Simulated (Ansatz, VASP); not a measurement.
# Si4O7: VASP beside Ansatz

File INCAR:

```
SYSTEM = Si4O7
PREC = Accurate ; ENCUT = 520
EDIFF = 1E-6 ; ISMEAR = 0
SIGMA = 0.05 ; LREAL = .FALSE.
LASPH = .TRUE. ; NELM = 60
ALGO = Normal ; ISIF = 2
LWAVE = .FALSE. ; LCHARG = .FALSE.
GGA = PE ; NBANDS = 40
```

The input KPOINTS:

```
regular mesh
0
G
  4 4 4
  0 0 0
```

Contents of POSCAR:

```
Si4O7
1.0
    5.0799801732      0.0000000000      0.0000000000
    0.0000000000      5.0799801732      0.0000000000
    0.0000000000      0.0000000000      7.0914769300
Si O
4 7
Direct
    0.2944292339      0.2944292339      0.0000000000
    0.2055707661      0.7944292339      0.2500000000
    0.7055707661      0.7055707661      0.5000000000
    0.7944292339      0.2055707661      0.7500000000
    0.4053663613      0.7409644515      0.4248320116
    0.7590355485      0.9053663613      0.6748320116
    0.5946336387      0.2590355485      0.9248320116
    0.7409644515      0.4053663613      0.5751679884
    0.8987443537      0.8685512415      0.3281344116
    0.2590355485      0.5946336387      0.0751679884
    0.0946336387      0.2409644515      0.8251679884
```

Input for Ansatz:

```yaml
crystal:
  lattice:
    - [5.0799801732, 0.0, 0.0]
    - [0.0, 5.0799801732, 0.0]
    - [0.0, 0.0, 7.09147693]
  atoms:
    - { symbol: Si, position: [0.2944292339, 0.2944292339, 0.0] }
    - { symbol: Si, position: [0.2055707661, 0.7944292339, 0.25] }
    - { symbol: Si, position: [0.7055707661, 0.7055707661, 0.5] }
    - { symbol: Si, position: [0.7944292339, 0.2055707661, 0.75] }
    - { symbol: O, position: [0.4053663613, 0.7409644515, 0.4248320116] }
    - { symbol: O, position: [0.7590355485, 0.9053663613, 0.6748320116] }
    - { symbol: O, position: [0.5946336387, 0.2590355485, 0.9248320116] }
    - { symbol: O, position: [0.7409644515, 0.4053663613, 0.5751679884] }
    - { symbol: O, position: [0.8987443537, 0.8685512415, 0.3281344116] }
    - { symbol: O, position: [0.2590355485, 0.5946336387, 0.0751679884] }
    - { symbol: O, position: [0.0946336387, 0.2409644515, 0.8251679884] }
basis:
  ecutwfc: 420
kpoints:
  mp_grid: { grid: [4, 4, 4] }
hamiltonian:
  xc: pbe
  pseudopotentials: { kind: paw, azcp: { folder: soft_1 } }
scf:
  occupations: { method: gaussian, width: 0.05 }
output:
  forces: true
  stress: true
  eigenvalues: true
  write_density: true
  write_potential: true
  elf: true
  volumetric_format: npy
```

Change from the starting cell: O vacancy; atom 9 moved 0.125 of the way to it and +0.450 Å across, host rigid.

Alike in both runs: task single point; functional PBE; k mesh 4 × 4 × 4; occupations gaussian, width 0.05 eV; no spin polarisation.

|  | VASP | Ansatz |
| --- | --- | --- |
| version | VASP 6.6.1 | Ansatz 0.2.0 |
| potentials or method | VASP PAW PBE potentials, release 64 (Si, O), cutoff 520 eV | scalar-relativistic, plane waves, PAW |
| valence electrons in the cell | 58 | 58 |

```tsv
	VASP	Ansatz	Ansatz less VASP
gap on the k mesh at the Fermi level (eV)	2.43	2.43	+0.002
least direct gap on the mesh (eV)	2.46	2.46	+0.003
pressure (GPa)	-2.5	-2.6	-0.06
traceless stress, the component that is largest in VASP (GPa)	4.62	4.54	-0.083
rms of the force components (eV/Å)	1.180	1.175	-0.0049
```

Atom by atom the forces differ by 0.013 eV/Å (rms over components).
